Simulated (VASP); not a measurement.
Runs of VASP 6.6.1 on Ta. The structure is that of space group Fm-3m (No. 225), or close to it. The cells are those of the table. This isn't the form of Ta at room conditions, which is bcc.

| task | cell | k mesh | cutoff (eV) | gap on the mesh (eV) | pressure (GPa) |
| --- | --- | --- | --- | --- | --- |
| single point | a = 3.030 Å, angles 60.0°, 1 atom | 21 × 21 × 21 | 520 | none | -13.4 |
| single point | a = 2.953 Å, angles 60.0°, 1 atom | 21 × 21 × 21 | 520 | none | (a) |
| single point | a = 2.830 Å, angles 60.0°, 1 atom | 21 × 21 × 21 | 520 | none | 33.2 |
| single point | a = 3.067 Å, angles 60.0°, 1 atom | 21 × 21 × 21 | 520 | none | -18.5 |
| single point | a = 2.872 Å, angles 60.0°, 1 atom | 21 × 21 × 21 | 520 | none | (b) |
| single point | a = 2.992 Å, angles 60.0°, 1 atom | 21 × 21 × 21 | 520 | none | (c) |
| relaxation of cell and atoms | relaxed from a = 2.945 Å, angles 60.0°, 1 atom | 13 × 13 × 13 | 600 | none | 0.0 |
| single point | a = 2.913 Å, angles 60.0°, 1 atom | 21 × 21 × 21 | 520 | none | 9.2 |
| single point | a = 2.953 Å, angles 60.0°, 1 atom | 13 × 13 × 13 | 520 | none | 0.1 |

Alike in all rows: level PBEsol; potentials or basis VASP PAW PBE potentials, release 64 (Ta_pv); no spin polarisation; smearing fermi-dirac 0.1 eV.

Q: Estimate the missing entries.

A: (a) 0.2; (b) 20.0; (c) -7.2.

Caveats: the PAW data sets were made with another functional, which shifts forces and pressure a little; spin-orbit coupling is left out, which moves the levels of the heavy elements; the cell stands under tension (at least some runs); the cell stands under pressure (at least some runs).

A k mesh can miss the band edges, and the runs leave out spin-orbit coupling on Ta.

A gap of «none» marks levels without a gap at the run's occupations.
